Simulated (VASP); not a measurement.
# GaP (I-4m2) in VASP: a series of runs

Runs on GaP. Level: PBE. Tasks: single point.

All numbers are computed with VASP 6.6.1; they aren't measurements. Logs are shortened: lines on timing, memory, paths and dates and some standing lists are left out, and cuts for length are marked.

**1. The cell of the first run**

Symmetry: I-4m2, No. 119, tetragonal system. The conventional cell has a = 3.771 Å, b = 3.771 Å, c = 5.866 Å, α = 90.00°, β = 90.00°, γ = 90.00°. Within 3.2 Å of Ga (site symmetry -4m2) lie 4 P at 2.39 Å. Within 3.2 Å of P (site symmetry -4m2) lie 4 Ga at 2.39 Å.

**2. Single point, PBE**

Input file INCAR:

```
SYSTEM = GaP
PREC     = Accurate       ! precision mode
ENCUT    = 520            ! plane-wave cutoff, eV
EDIFF    = 1E-6           ! SCF threshold, eV
ISMEAR   = 0              ! smearing method
SIGMA    = 0.05           ! smearing width, eV
LREAL    = .FALSE.        ! projectors in reciprocal space
LASPH    = .TRUE.         ! aspherical terms in the spheres
NELM     = 60             ! most SCF steps
ALGO     = Normal         ! electronic algorithm
ISIF     = 2              ! what is computed and relaxed
LWAVE    = .FALSE.        ! write WAVECAR
LCHARG   = .FALSE.        ! write CHGCAR
GGA      = PE             ! functional
NBANDS   = 16             ! bands
```

Input file KPOINTS:

```
regular mesh
0
G
  10 10 10
  0 0 0
```

Input file POSCAR:

```
GaP
1.0
    0.0000000000      2.6664630751      2.9331093826
    2.6664630751      0.0000000000      2.9331093826
    2.6664630751      2.6664630751      0.0000000000
Ga P
1 1
Direct
    0.0000000000      0.0000000000      0.0000000000
    0.7500000000      0.7500000000      0.7500000000
```

Potentials or basis: VASP PAW PBE potentials, release 64 (Ga_d, P).

Command:

```bash
> cat potpaw_PBE.64/Ga_d/POTCAR potpaw_PBE.64/P/POTCAR > POTCAR
> mpirun -np 1 vasp_std > vasp.out
```

OUTCAR:

```text
SYSTEM = GaP
   PREC = Accurate
   ENCUT = 520
   EDIFF = 1E-6
   ISMEAR = 0
   LREAL = .FALSE.
   LASPH = .TRUE.
   NELM = 60
   ISIF = 2
   GGA = PE

 ion  position               nearest neighbor table
   1  0.000  0.000  0.000-   2 2.39   2 2.39   2 2.39   2 2.39
   2  0.750  0.750  0.750-   1 2.39   1 2.39   1 2.39   1 2.39

  LATTYP: Found a body centered tetragonal cell.
 ALAT       =     3.7709482444
 C/A-ratio  =     1.5556349186

  Lattice vectors:

 A1 = (  -2.6664630751,   0.0000000000,   2.9331093826)
 A2 = (   2.6664630751,   0.0000000000,   2.9331093826)
 A3 = (   0.0000000000,   2.6664630751,  -2.9331093826)

Analysis of symmetry for initial positions (statically):
=====================================================================
 Subroutine PRICEL returns:
 Original cell was already a primitive cell.

 Routine SETGRP: Setting up the symmetry group for a
 body centered tetragonal supercell.

 Subroutine GETGRP returns: Found  8 space group operations
 (whereof  8 operations were pure point group operations)
 out of a pool of 16 trial point group operations.

The static configuration has the point symmetry D_2d.

Analysis of symmetry for dynamics (positions and initial velocities):
=====================================================================
 Subroutine PRICEL returns:
 Original cell was already a primitive cell.

 Routine SETGRP: Setting up the symmetry group for a
 body centered tetragonal supercell.

 Subroutine GETGRP returns: Found  8 space group operations
 (whereof  8 operations were pure point group operations)
 out of a pool of 16 trial point group operations.

The dynamic configuration has the point symmetry D_2d.

 Subroutine INISYM returns: Found  8 space group operations
 (whereof  8 operations are pure point group operations),
 and found     1 'primitive' translations

----------------------------------------------------------------------------------------

                                     Primitive cell

  volume of cell :      41.7090

  direct lattice vectors                    reciprocal lattice vectors
     0.000000000  2.666463075  2.933109383    -0.187514316  0.187514316  0.170467560
     2.666463075  0.000000000  2.933109383     0.187514316 -0.187514316  0.170467560
     2.666463075  2.666463075  0.000000000     0.187514316  0.187514316 -0.170467560

  length of vectors
     3.963982339  3.963982339  3.770948244     0.315249784  0.315249784  0.315249784

  position of ions in fractional coordinates (direct lattice)
     0.000000000  0.000000000  0.000000000
     0.750000000  0.750000000  0.750000000

[... 78 lines left out ...]
   EDIFFG = 0.1E-04   stopping-criterion for IOM
   NSW    =      0    number of steps for IOM
   IBRION =     -1    ionic relax: 0-MD 1-quasi-New 2-CG
   NFREE  =      0    steps in history (QN), initial steepest desc. (CG)
   ISIF   =      2    stress and relaxation
   ISYM   =      2    0-nonsym 1-usesym 2-fastsym
   POTIM  = 0.5000    time-step for ionic-motion
   TEBEG  =    0.0;   TEEND  =   0.0 temperature during run
   PSTRESS=    0.0 pullay stress
   NELECT =      18.0000    total number of electrons
   NUPDOWN=      -1.0000    fix difference up-down
   EMIN   =  10.00;   EMAX   =-10.00  energy-range for DOS
   EFERMI =   0.00;   METHOD = LEGACY
   ISMEAR =     0;   SIGMA  =   0.05  broadening in eV -4-tet -1-fermi 0-gaus
   EFERMI_NEDOS =   21; number of points for ismear=-14 and -15
   IALGO  =     38    algorithm
   IMIX   =      4    mixing-type and parameters
     AMIX     =   0.40;   BMIX     =  1.00
     AMIX_MAG =   1.60;   BMIX_MAG =  1.00
  volume/ion in A,a.u.               =      20.85       140.73
  Fermi-wavevector in a.u.,A,eV,Ry     =   1.237150  2.337875 20.824279  1.530541
  Thomas-Fermi vector in A             =   2.371730
   LORBIT       =      0    0 simple, 1 ext, 2 COOP (PROOUT), +10 PAW based schemes
   GGA     = PE    functional components
   LHFCALC =     F    Hartree Fock is set to
   AEXX    =    0.0000 exact exchange contribution
   IVDW    =     0    specifies the selected vdW correction
   LEPSILON=     F    determine dielectric tensor
   LRPA    =     F    only Hartree local field effects (RPA)
 non-spin polarized calculation
 Gauss-broadening in eV      SIGMA  =   0.05
  energy-cutoff  :      520.00
  volume of cell :       41.71
 maximum number of plane-waves:      1142
 NGX is ok and might be reduce to    30

 number of electron      18.0000005 magnetization

 Free energy of the ion-electron system (eV)
  ---------------------------------------------------
  ext. energy  EPLUGINS =         0.00000000
  ---------------------------------------------------
  free energy    TOTEN  =        -9.06375420 eV

  energy without entropy =       -9.06375420  energy(sigma->0) =       -9.06375420

 E-fermi :   4.8010     XC(G=0):  -9.7082

 val. band max:        4.5549593239   @ k =   0.0000   0.0000   0.0000
 cond. band min:       5.7464430404   @ k =   0.4000   0.0000   0.4000
 fundamental gap:      1.1914837165
 Fermi energy:         4.8010158753

 k-point     1 :       0.0000    0.0000    0.0000
  band No.  band energies     occupation
      1     -10.1783      2.00000
      2     -10.1475      2.00000
      3     -10.1475      2.00000
      4     -10.0777      2.00000
      5     -10.0638      2.00000
      6      -7.8995      2.00000
[... 433 lines left out ...]
      3     -10.1080      2.00000
      4     -10.0747      2.00000
      5     -10.0682      2.00000
      6      -6.1765      2.00000
[... 8 lines left out ...]
     15      16.3541      0.00000
     16      17.5363      0.00000

 [... further k-points ...]

------------------------ aborting loop because EDIFF is reached ----------------------------------------

  FORCE on cell =-STRESS in cart. coord.  units (eV):
  Direction    XX          YY          ZZ          XY          YZ          ZX
  --------------------------------------------------------------------------------------
  -------------------------------------------------------------------------------------
  Total        0.6633656      0.6633656     -1.4470988      0.0000000     -0.0000000      0.0000000
  in kB       25.4820365     25.4820365    -55.5877841      0.0000000     -0.0000000      0.0000000
  external PRESSURE =      -1.5412370 kB  Pullay stress =       0.0000000 kB

 VOLUME and BASIS-vectors are now :
 -----------------------------------------------------------------------------
  energy-cutoff  :      520.00
  volume of cell :       41.71
      direct lattice vectors                 reciprocal lattice vectors
     0.000000000  2.666463075  2.933109383    -0.187514316  0.187514316  0.170467560
     2.666463075  0.000000000  2.933109383     0.187514316 -0.187514316  0.170467560
     2.666463075  2.666463075  0.000000000     0.187514316  0.187514316 -0.170467560

 POSITION                                       TOTAL-FORCE (eV/Angst)
 -----------------------------------------------------------------------------------
      0.00000      0.00000      0.00000         0.000000      0.000000     -0.000000
      3.99969      3.99969      4.39966        -0.000000     -0.000000      0.000000
 -----------------------------------------------------------------------------------
    total drift:                               -0.000006     -0.000006     -0.000002

  FREE ENERGIE OF THE ION-ELECTRON SYSTEM (eV)
  ---------------------------------------------------
  free  energy   TOTEN  =        -9.0637541975 eV

  energy  without entropy=       -9.0637541975  energy(sigma->0) =       -9.06375420
```

stdout:

```text
POSCAR found type information on POSCAR GaP
 POSCAR found :  2 types and       2 ions
 scaLAPACK will be used
 LDA part: xc-table for (Slater+PW92), standard interpolation
 POSCAR, INCAR and KPOINTS ok, starting setup
 FFT: planning ... GRIDC
 FFT: planning ... GRID_SOFT
 FFT: planning ... GRID
 WAVECAR not read
 entering main loop
```

It took 58 s on 1 thread of Intel Xeon Platinum 8259CL at 2.50GHz (Skylake/Cascade Lake), shared host; peak memory 0.21 GiB.

Results:

- Free energy: -9.0638 eV
- Pressure: -0.2 GPa
- Band gap on the k mesh: 1.19 eV, indirect (least direct gap 1.29 eV)

 A k mesh can miss the band edges.

**3. Single point, PBE**

This run uses another cell than the first one, of the same volume but with other edges.

Input file INCAR:

```
SYSTEM = GaP
  ALGO = Normal
  EDIFF = 1E-6
  ENCUT = 520
  GGA = PE
  ISIF = 2
  ISMEAR = 0
  LASPH = .True.
  LCHARG = .False.
  LREAL = .False.
  LWAVE = .False.
  NBANDS = 16
  NELM = 60
  PREC = Accurate
  SIGMA = 0.05
```

Input file KPOINTS:

```
k-points
0
Gamma
  10 10 10
  0 0 0
```

Input file POSCAR:

```
GaP
1.0
    0.0000000000      3.1775716359      2.0654215633
    3.1775716359      0.0000000000      2.0654215633
    3.1775716359      3.1775716359      0.0000000000
Ga P
1 1
Direct
    0.0000000000      0.0000000000      0.0000000000
    0.7500000000      0.7500000000      0.7500000000
```

Potentials or basis: VASP PAW PBE potentials, release 64 (Ga_d, P).

Command:

```bash
> cat potpaw_PBE.64/Ga_d/POTCAR potpaw_PBE.64/P/POTCAR > POTCAR
> mpirun -np 1 vasp_std > vasp.out
```

OUTCAR:

```text
SYSTEM = GaP
   EDIFF = 1E-6
   ENCUT = 520
   GGA = PE
   ISIF = 2
   ISMEAR = 0
   LASPH = .True.
   LREAL = .False.
   NELM = 60
   PREC = Accurate

 ion  position               nearest neighbor table
   1  0.000  0.000  0.000-   2 2.47   2 2.47   2 2.47   2 2.47
   2  0.750  0.750  0.750-   1 2.47   1 2.47   1 2.47   1 2.47

  LATTYP: Found a body centered tetragonal cell.
 ALAT       =     4.4937649029
 C/A-ratio  =     0.9192388155

  Lattice vectors:

[... 644 lines left out ...]

  FORCE on cell =-STRESS in cart. coord.  units (eV):
  Direction    XX          YY          ZZ          XY          YZ          ZX
  --------------------------------------------------------------------------------------
  -------------------------------------------------------------------------------------
  Total       -2.1298332     -2.1298332      1.0323729      0.0000000     -0.0000000      0.0000000
  in kB      -81.8138375    -81.8138375     39.6568100      0.0000000     -0.0000000      0.0000000
  external PRESSURE =     -41.3236217 kB  Pullay stress =       0.0000000 kB

 VOLUME and BASIS-vectors are now :
 -----------------------------------------------------------------------------
  energy-cutoff  :      520.00
  volume of cell :       41.71
      direct lattice vectors                 reciprocal lattice vectors
     0.000000000  3.177571636  2.065421563    -0.157352865  0.157352865  0.242081330
     3.177571636  0.000000000  2.065421563     0.157352865 -0.157352865  0.242081330
     3.177571636  3.177571636  0.000000000     0.157352865  0.157352865 -0.242081330

 POSITION                                       TOTAL-FORCE (eV/Angst)
 -----------------------------------------------------------------------------------
      0.00000      0.00000      0.00000        -0.000000     -0.000000      0.000000
      4.76636      4.76636      3.09813         0.000000      0.000000     -0.000000
 -----------------------------------------------------------------------------------
    total drift:                               -0.000001     -0.000001      0.000004

  FREE ENERGIE OF THE ION-ELECTRON SYSTEM (eV)
  ---------------------------------------------------
  free  energy   TOTEN  =        -8.4750805329 eV

  energy  without entropy=       -8.4745770445  energy(sigma->0) =       -8.47482879
```

stdout:

```text
POSCAR found type information on POSCAR GaP
 POSCAR found :  2 types and       2 ions
 scaLAPACK will be used
 LDA part: xc-table for (Slater+PW92), standard interpolation
 POSCAR, INCAR and KPOINTS ok, starting setup
 FFT: planning ... GRIDC
 FFT: planning ... GRID_SOFT
 FFT: planning ... GRID
 WAVECAR not read
 entering main loop
```

Wall time 56 s (1 thread of Intel Xeon Platinum 8259CL at 2.50GHz (Skylake/Cascade Lake), shared host); peak memory 0.22 GiB.

Results:

```
Free energy            : -8.4751 eV
Pressure               : -4.1 GPa
Band gap on the k mesh : zero (band 9 reaches 5.13 eV, above the bottom of band 10 at 3.68 eV)
```
